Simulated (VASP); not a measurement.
# SiO2 (P4_12_12) in VASP: further runs

SiO2 is run at these levels: PBE; tasks: relaxation of the atoms.

All numbers are computed with VASP 6.6.1; they aren't measurements. Logs are shortened: lines on timing, memory, paths and dates and some standing lists are left out, and cuts for length are marked.

### 1 The cell of the first run

Symmetry: P4_12_12, No. 92, tetragonal system. Conventional cell: a = 4.957 Å, b = 4.957 Å, c = 6.890 Å, α = 90.00°, β = 90.00°, γ = 90.00°. Within 2.1 Å of Si (site symmetry 2) lie 4 O at 1.60 to 1.62 Å. O (site symmetry 1) has 2 Si at 1.60 to 1.62 Å within 2.1 Å.

### 2 Relaxation of the atoms, PBE

Input file INCAR:

```
SYSTEM = SiO2
PREC = Accurate
ENCUT = 520
EDIFF = 1E-6
ISMEAR = -1
SIGMA = 0.02
LREAL = .FALSE.
LASPH = .TRUE.
NELM = 60
ALGO = Normal
ISIF = 2
LWAVE = .FALSE.
LCHARG = .FALSE.
GGA = PE
IBRION = 2
NSW = 80
EDIFFG = -0.02
```

Input file KPOINTS:

```
Automatic mesh
0
G
  4 4 3
  0 0 0
```

Input file POSCAR:

```
SiO2
1.0
    4.9570000000      0.0000000000      0.0000000000
    0.0000000000      4.9570000000      0.0000000000
    0.0000000000      0.0000000000      6.8903000000
Si O
4 8
Direct
    0.3047000000      0.3047000000      0.0000000000
    0.1953000000      0.8047000000      0.2500000000
    0.6953000000      0.6953000000      0.5000000000
    0.8047000000      0.1953000000      0.7500000000
    0.2381000000      0.1109000000      0.1826000000
    0.3891000000      0.7381000000      0.4326000000
    0.7619000000      0.8891000000      0.6826000000
    0.6109000000      0.2619000000      0.9326000000
    0.7381000000      0.3891000000      0.5674000000
    0.8891000000      0.7619000000      0.3174000000
    0.2619000000      0.6109000000      0.0674000000
    0.1109000000      0.2381000000      0.8174000000
```

Potentials or basis: VASP PAW PBE potentials, release 64 (Si, O).

On the command line:

```bash
cat potpaw_PBE.64/Si/POTCAR potpaw_PBE.64/O/POTCAR > POTCAR
mpirun -np 1 vasp_std > vasp.out
```

OUTCAR:

```text
SYSTEM = SiO2
   PREC = Accurate
   ENCUT = 520
   EDIFF = 1E-6
   ISMEAR = -1
   LREAL = .FALSE.
   LASPH = .TRUE.
   NELM = 60
   ISIF = 2
   GGA = PE
   IBRION = 2
   NSW = 80
   EDIFFG = -0.02

 ion  position               nearest neighbor table
   1  0.305  0.305  0.000-   8 1.60  11 1.60   5 1.62  12 1.62   2 3.07   4 3.07   2 3.07   4 3.07

   2  0.195  0.805  0.250-   5 1.60  10 1.60   6 1.62  11 1.62   1 3.07   3 3.07   1 3.07   3 3.07

   3  0.695  0.695  0.500-   6 1.60   9 1.60   7 1.62  10 1.62   2 3.07   4 3.07   4 3.07   2 3.07

   4  0.805  0.195  0.750-   7 1.60  12 1.60   9 1.62   8 1.62   1 3.07   3 3.07   3 3.07   1 3.07

   5  0.238  0.111  0.183-   2 1.60   1 1.62
   6  0.389  0.738  0.433-   3 1.60   2 1.62
   7  0.762  0.889  0.683-   4 1.60   3 1.62
   8  0.611  0.262  0.933-   1 1.60   4 1.62
   9  0.738  0.389  0.567-   3 1.60   4 1.62
  10  0.889  0.762  0.317-   2 1.60   3 1.62
  11  0.262  0.611  0.067-   1 1.60   2 1.62
  12  0.111  0.238  0.817-   4 1.60   1 1.62

  LATTYP: Found a simple tetragonal cell.
 ALAT       =     4.9570000000
 C/A-ratio  =     1.3900141214

  Lattice vectors:

 A1 = (   4.9570000000,   0.0000000000,   0.0000000000)
 A2 = (   0.0000000000,   4.9570000000,   0.0000000000)
 A3 = (   0.0000000000,   0.0000000000,   6.8903000000)

Analysis of symmetry for initial positions (statically):
=====================================================================
 Subroutine PRICEL returns:
 Original cell was already a primitive cell.

 Routine SETGRP: Setting up the symmetry group for a
 simple tetragonal supercell.

 Subroutine GETGRP returns: Found  8 space group operations
 (whereof  2 operations were pure point group operations)
 out of a pool of 16 trial point group operations.

The static configuration has the point symmetry C_2 .
 The point group associated with its full space group is D_4 .

Analysis of symmetry for dynamics (positions and initial velocities):
=====================================================================
 Subroutine PRICEL returns:
 Original cell was already a primitive cell.

 Routine SETGRP: Setting up the symmetry group for a
 simple tetragonal supercell.

 Subroutine GETGRP returns: Found  8 space group operations
 (whereof  2 operations were pure point group operations)
 out of a pool of 16 trial point group operations.

The dynamic configuration has the point symmetry C_2 .
 The point group associated with its full space group is D_4 .

 Subroutine INISYM returns: Found  8 space group operations
 (whereof  2 operations are pure point group operations),
 and found     1 'primitive' translations

----------------------------------------------------------------------------------------

                                     Primitive cell

  volume of cell :     169.3074

  direct lattice vectors                    reciprocal lattice vectors
     4.957000000  0.000000000  0.000000000     0.201734920  0.000000000  0.000000000
     0.000000000  4.957000000  0.000000000     0.000000000  0.201734920  0.000000000
     0.000000000  0.000000000  6.890300000     0.000000000  0.000000000  0.145131562

  length of vectors
     4.957000000  4.957000000  6.890300000     0.201734920  0.201734920  0.145131562

  position of ions in fractional coordinates (direct lattice)
     0.304700000  0.304700000  0.000000000
     0.195300000  0.804700000  0.250000000
     0.695300000  0.695300000  0.500000000
     0.804700000  0.195300000  0.750000000
     0.238100000  0.110900000  0.182600000
     0.389100000  0.738100000  0.432600000
     0.761900000  0.889100000  0.682600000
     0.610900000  0.261900000  0.932600000
     0.738100000  0.389100000  0.567400000
     0.889100000  0.761900000  0.317400000
     0.261900000  0.610900000  0.067400000
     0.110900000  0.238100000  0.817400000

  ion indices of the primitive-cell ions
   primitive index   ion index
                 1           1
                 2           2
                 3           3
                 4           4
                 5           5
                 6           6
                 7           7
                 8           8
                 9           9
                10          10
                11          11
                12          12

----------------------------------------------------------------------------------------

 KPOINTS: Automatic mesh

Automatic generation of k-mesh.
 Grid dimensions read from file:
 generate k-points for:    4    4    3

 Generating k-lattice:

  Cartesian coordinates                     Fractional coordinates (reciprocal lattice)
     0.050433730  0.000000000  0.000000000     0.250000000  0.000000000  0.000000000
     0.000000000  0.050433730  0.000000000     0.000000000  0.250000000  0.000000000
     0.000000000  0.000000000  0.048377187     0.000000000  0.000000000  0.333333333

  Length of vectors
     0.050433730  0.050433730  0.048377187

  Shift w.r.t. Gamma in fractional coordinates (k-lattice)
     0.000000000  0.000000000  0.000000000

 Subroutine IBZKPT returns following result:
 ===========================================

 Found     12 irreducible k-points:

 Following reciprocal coordinates:
            Coordinates               Weight
  0.000000  0.000000  0.000000      1.000000
  0.250000  0.000000  0.000000      4.000000
  0.500000  0.000000  0.000000      2.000000
  0.250000  0.250000  0.000000      4.000000
  0.500000  0.250000  0.000000      4.000000
  0.500000  0.500000  0.000000      1.000000
  0.000000  0.000000  0.333333      2.000000
  0.250000  0.000000  0.333333      8.000000
  0.500000  0.000000  0.333333      4.000000
  0.250000  0.250000  0.333333      8.000000
  0.500000  0.250000  0.333333      8.000000
  0.500000  0.500000  0.333333      2.000000
   k-points           NKPTS =     12   k-points in BZ     NKDIM =     12   number of bands    NBANDS=     39
   number of dos      NEDOS =    301   number of ions     NIONS =     12
   total plane-waves  NPLWV =  86400
   dimension x,y,z NGX =    40 NGY =   40 NGZ =   54
   dimension x,y,z NGXF=    80 NGYF=   80 NGZF=  108
   ions per type =               4   8
   NGX,Y,Z   is equivalent  to a cutoff of  13.42, 13.42, 13.03 a.u.
   NGXF,Y,Z  is equivalent  to a cutoff of  26.83, 26.83, 26.06 a.u.
 SYSTEM =  SiO2
   PREC   = accura    normal or accurate (medium, high low for compatibility)
   ISTART =      0    job   : 0-new  1-cont  2-samecut
   ICHARG =      2    charge: 1-file 2-atom 10-const
   ISPIN  =      1    spin polarized calculation?
   LNONCOLLINEAR =      F non collinear calculations
   LSORBIT =      F    spin-orbit coupling
   LASPH  =      T    aspherical Exc in radial PAW
   ENCUT  =  520.0 eV  38.22 Ry    6.18 a.u.   9.22  9.22 12.81*2*pi/ulx,y,z
   NELM   =     60;   NELMIN=  2; NELMDL= -5     # of ELM steps
   EDIFF  = 0.1E-05   stopping-criterion for ELM
   LREAL  =      F    real-space projection
   EDIFFG = -.2E-01   stopping-criterion for IOM
   NSW    =     80    number of steps for IOM
   IBRION =      2    ionic relax: 0-MD 1-quasi-New 2-CG
   NFREE  =      1    steps in history (QN), initial steepest desc. (CG)
   ISIF   =      2    stress and relaxation
   ISYM   =      2    0-nonsym 1-usesym 2-fastsym
   POTIM  = 0.5000    time-step for ionic-motion
   TEBEG  =    0.0;   TEEND  =   0.0 temperature during run
   PSTRESS=    0.0 pullay stress
   NELECT =      64.0000    total number of electrons
   NUPDOWN=      -1.0000    fix difference up-down
   EMIN   =  10.00;   EMAX   =-10.00  energy-range for DOS
   EFERMI =   0.00;   METHOD = LEGACY
   ISMEAR =    -1;   SIGMA  =   0.02  broadening in eV -4-tet -1-fermi 0-gaus
   EFERMI_NEDOS =   21; number of points for ismear=-14 and -15
   IALGO  =     38    algorithm
   IMIX   =      4    mixing-type and parameters
     AMIX     =   0.40;   BMIX     =  1.00
     AMIX_MAG =   1.60;   BMIX_MAG =  1.00
  volume/ion in A,a.u.               =      14.11        95.21
  Fermi-wavevector in a.u.,A,eV,Ry     =   1.183703  2.236875 19.063848  1.401153
  Thomas-Fermi vector in A             =   2.319932
   LORBIT       =      0    0 simple, 1 ext, 2 COOP (PROOUT), +10 PAW based schemes
   GGA     = PE    functional components
   LHFCALC =     F    Hartree Fock is set to
   AEXX    =    0.0000 exact exchange contribution
   IVDW    =     0    specifies the selected vdW correction
   LEPSILON=     F    determine dielectric tensor
   LRPA    =     F    only Hartree local field effects (RPA)
 conjugate gradient relaxation of ions
 non-spin polarized calculation
  energy-cutoff  :      520.00
  volume of cell :      169.31
 maximum number of plane-waves:      4590
 NGX is ok and might be reduce to    40
   NGX = 19   NGY = 19   NGZ = 25

--------------------------------------- Ionic step        1  -------------------------------------------

 number of electron      63.9999968 magnetization

 Free energy of the ion-electron system (eV)
  ---------------------------------------------------
  ext. energy  EPLUGINS =         0.00000000
  ---------------------------------------------------
  free energy    TOTEN  =       -94.78538168 eV

  energy without entropy =      -94.78538168  energy(sigma->0) =      -94.78538168

------------------------ aborting loop because EDIFF is reached ----------------------------------------

  FORCE on cell =-STRESS in cart. coord.  units (eV):
  Direction    XX          YY          ZZ          XY          YZ          ZX
  --------------------------------------------------------------------------------------
  -------------------------------------------------------------------------------------
  Total        7.1384378      7.1384378      5.2744090      0.0000000      0.0000000     -0.0000000
  in kB       67.5519348     67.5519348     49.9123955      0.0000000      0.0000000     -0.0000000
  external PRESSURE =      61.6720884 kB  Pullay stress =       0.0000000 kB
[... 119 lines left out ...]
  FREE ENERGIE OF THE ION-ELECTRON SYSTEM (eV)
  ---------------------------------------------------
  free  energy   TOTEN  =       -94.8100316218 eV

  energy  without entropy=      -94.8100316218  energy(sigma->0) =      -94.81003162

[... ionic steps 4 to 7 ...]

--------------------------------------- Ionic step        8  -------------------------------------------

 number of electron      64.0000004 magnetization

------------------------ aborting loop because EDIFF is reached ----------------------------------------

  FORCE on cell =-STRESS in cart. coord.  units (eV):
  Direction    XX          YY          ZZ          XY          YZ          ZX
  --------------------------------------------------------------------------------------
  -------------------------------------------------------------------------------------
  Total        1.8106050      1.8106050      1.1473561      0.0000000     -0.0000000      0.0000000
  in kB       17.1339828     17.1339828     10.8575752      0.0000000     -0.0000000      0.0000000
  external PRESSURE =      15.0418469 kB  Pullay stress =       0.0000000 kB
[... 77 lines left out ...]
  energy  without entropy=      -94.8647986054  energy(sigma->0) =      -94.86479861

--------------------------------------- Ionic step       10  -------------------------------------------

 number of electron      64.0000004 magnetization

 Free energy of the ion-electron system (eV)
  ---------------------------------------------------
  ext. energy  EPLUGINS =         0.00000000
  ---------------------------------------------------
  free energy    TOTEN  =       -94.86959696 eV

  energy without entropy =      -94.86959696  energy(sigma->0) =      -94.86959696

 E-fermi :   0.7105     XC(G=0):  -8.5561

 val. band max:        0.2340842776   @ k =   0.0000   0.0000   0.0000
 cond. band min:       5.8685742120   @ k =   0.0000   0.0000   0.0000
 fundamental gap:      5.6344899345
 Fermi energy:         0.7105373688

 k-point     1 :       0.0000    0.0000    0.0000
  band No.  band energies     occupation
      1     -19.1303      2.00000
      2     -18.2363      2.00000
      3     -18.2363      2.00000
      4     -17.1106      2.00000
      5     -17.0422      2.00000
      6     -17.0358      2.00000
[... 532 lines left out ...]
  FREE ENERGIE OF THE ION-ELECTRON SYSTEM (eV)
  ---------------------------------------------------
  free  energy   TOTEN  =       -94.8695969612 eV

  energy  without entropy=      -94.8695969612  energy(sigma->0) =      -94.86959696

 reached required accuracy - stopping structural energy minimisation
```

It took 9.9 min on 1 thread of Oxide Virtual Turin-like, shared host; peak memory 0.27 GiB.

Results:

```
Free energy                  : -94.8696 eV
Energy gained by relaxing    : 7.0 meV/atom
Ionic steps                  : 10
Pressure after relaxing      : 1.5 GPa
Largest force after relaxing : 0.016 eV/Å
Band gap on the k mesh       : 5.63 eV
```

Forces on the atoms (eV/Å):
```
Si   0.001  0.001  0.000
Si  -0.001  0.001  0.000
Si  -0.001 -0.001  0.000
Si   0.001 -0.001  0.000
O   -0.015 -0.003 -0.002
O    0.003 -0.015 -0.002
O    0.015  0.003 -0.002
O   -0.003  0.015 -0.002
O   -0.015  0.003  0.002
O    0.003  0.015  0.002
O    0.015 -0.003  0.002
O   -0.003 -0.015  0.002
```

The path:
```csv
step,energy change (eV),largest force (eV/Å),pressure (GPa)
1,0.0000,0.4994,6.17
2,0.0451,1.2414,4.97
3,-0.0246,0.3611,5.62
4,-0.0611,0.1632,3.96
5,-0.0705,0.1501,2.57
6,-0.0767,0.0962,2.29
7,-0.0838,0.0571,1.61
8,-0.0840,0.0552,1.50
9,-0.0794,0.2482,1.44
10,-0.0842,0.0158,1.49
```

Final structure:
```yaml
crystal:
  lattice:
    - [4.95700, 0.00000, 0.00000]
    - [0.00000, 4.95700, 0.00000]
    - [0.00000, 0.00000, 6.89030]
  atoms:
    - { symbol: Si, position: [0.30749, 0.30749, 0.00000] }
    - { symbol: Si, position: [0.19251, 0.80749, 0.25000] }
    - { symbol: Si, position: [0.69251, 0.69251, 0.50000] }
    - { symbol: Si, position: [0.80749, 0.19251, 0.75000] }
    - { symbol: O, position: [0.23636, 0.12034, 0.18698] }
    - { symbol: O, position: [0.37966, 0.73636, 0.43698] }
    - { symbol: O, position: [0.76364, 0.87966, 0.68698] }
    - { symbol: O, position: [0.62034, 0.26364, 0.93698] }
    - { symbol: O, position: [0.73636, 0.37966, 0.56302] }
    - { symbol: O, position: [0.87966, 0.76364, 0.31302] }
    - { symbol: O, position: [0.26364, 0.62034, 0.06302] }
    - { symbol: O, position: [0.12034, 0.23636, 0.81302] }
```

### 3 Relaxation of the atoms, PBE

Input file INCAR:

```
ALGO = Normal
EDIFF = 1E-6
EDIFFG = -0.02
ENCUT = 520
GGA = PE
IBRION = 2
ISIF = 2
ISMEAR = -1
LASPH = True
LCHARG = False
LREAL = False
LWAVE = False
NELM = 80
NSW = 80
PREC = Accurate
SIGMA = 0.02
```

Input file KPOINTS:

```
k-points
0
Gamma
  4 4 3
```

POSCAR is that of step 2.

Potentials or basis: VASP PAW PBE potentials, release 64 (Si, O).

On the command line:

```bash
cat potpaw_PBE.64/Si/POTCAR potpaw_PBE.64/O/POTCAR > POTCAR
mpirun -np 1 vasp_std > vasp.out
```

Wall time 11 min (1 thread of Oxide Virtual Turin-like, shared host); peak memory 0.27 GiB.

The run converged. Its results:

- Free energy: -94.8696 eV
- Energy gained by relaxing: 7.0 meV/atom
- Ionic steps: 10
- Pressure after relaxing: 1.5 GPa
- Largest force after relaxing: 0.016 eV/Å
- Band gap on the k mesh: 5.63 eV

Forces on the atoms (eV/Å):
```
Si   0.001  0.001  0.000
Si  -0.001  0.001  0.000
Si  -0.001 -0.001  0.000
Si   0.001 -0.001  0.000
O   -0.015 -0.003 -0.002
O    0.003 -0.015 -0.002
O    0.015  0.003 -0.002
O   -0.003  0.015 -0.002
O   -0.015  0.003  0.002
O    0.003  0.015  0.002
O    0.015 -0.003  0.002
O   -0.003 -0.015  0.002
```

Stress tensor (GPa, compression positive):
```
1.60 0.00 0.00
0.00 1.60 0.00
0.00 0.00 1.27
```

Step by step:
```csv
step,energy change (eV),largest force (eV/Å),pressure (GPa)
1,0.0000,0.4994,6.17
2,0.0451,1.2414,4.97
3,-0.0246,0.3611,5.62
4,-0.0611,0.1632,3.96
5,-0.0705,0.1501,2.57
6,-0.0767,0.0962,2.29
7,-0.0838,0.0571,1.61
8,-0.0840,0.0552,1.50
9,-0.0794,0.2482,1.44
10,-0.0842,0.0158,1.49
```

Final structure:
```cif
data_structure
_symmetry_space_group_name_H-M 'P 1'
_symmetry_Int_Tables_number 1
_cell_length_a 4.9570
_cell_length_b 4.9570
_cell_length_c 6.8903
_cell_angle_alpha 90.000
_cell_angle_beta 90.000
_cell_angle_gamma 90.000
_cell_volume 169.31
loop_
_atom_site_label
_atom_site_type_symbol
_atom_site_fract_x
_atom_site_fract_y
_atom_site_fract_z
_atom_site_occupancy
Si1 Si 0.30749 0.30749 0.00000 1
Si2 Si 0.19251 0.80749 0.25000 1
Si3 Si 0.69251 0.69251 0.50000 1
Si4 Si 0.80749 0.19251 0.75000 1
O1 O 0.23636 0.12034 0.18698 1
O2 O 0.37966 0.73636 0.43698 1
O3 O 0.76364 0.87966 0.68698 1
O4 O 0.62034 0.26364 0.93698 1
O5 O 0.73636 0.37966 0.56302 1
O6 O 0.87966 0.76364 0.31302 1
O7 O 0.26364 0.62034 0.06302 1
O8 O 0.12034 0.23636 0.81302 1
```

Levels at points of the mesh, in eV from the valence-band top:
| k point | band 29 | band 30 | band 31 | band 32 | band 33 | band 34 | band 35 | band 36 |
| --- | --- | --- | --- | --- | --- | --- | --- | --- |
| (0.00, 0.00, 0.00) | -0.68 | -0.36 | -0.36 | 0.00 | 5.63 | 8.76 | 8.76 | 9.24 |
| (0.50, 0.00, 0.00) | -0.66 | -0.66 | -0.49 | -0.49 | 7.69 | 7.69 | 9.20 | 9.20 |
| (0.50, 0.50, 0.00) | -0.57 | -0.57 | -0.51 | -0.51 | 8.65 | 8.65 | 8.68 | 8.68 |
